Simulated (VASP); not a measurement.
Crystal: ScAl.

```xyz
2
Lattice="3.2692 0.0000 0.0000 0.0000 3.2692 0.0000 0.0000 0.0000 3.2692" Properties=species:S:1:pos:R:3 pbc="T T T"
Sc    1.6346    1.6346    1.6346
Al    0.0000    0.0000    0.0000
```

Base run:

```yaml
Program: VASP 6.6.1
Functional: LDA
Potentials_or_basis: VASP PAW LDA potentials, release 64 (Sc_sv, Al)
Cutoff: 520 eV
k_mesh: 14 × 14 × 14
Occupations: gaussian, width 0.15 eV
Spin: no spin polarisation
Hubbard_terms: Sc d U = 3.0 eV
```

Its results: band gap on the k mesh zero (band 7 reaches 7.35 eV, above the bottom of band 8 at 5.95 eV); pressure 8.7 GPa.

Task: The run is repeated on the same cell with these changes: hubbard terms from Sc d U = 3.0 eV to none. What comes out?

Result: Band gap on the k mesh zero (band 7 reaches 6.83 eV, above the bottom of band 8 at 5.69 eV); pressure 3.5 GPa.

Caveats: U without spin polarisation on a metal has little footing (some runs); the U is typed as a test and isn't derived for this compound (some runs).
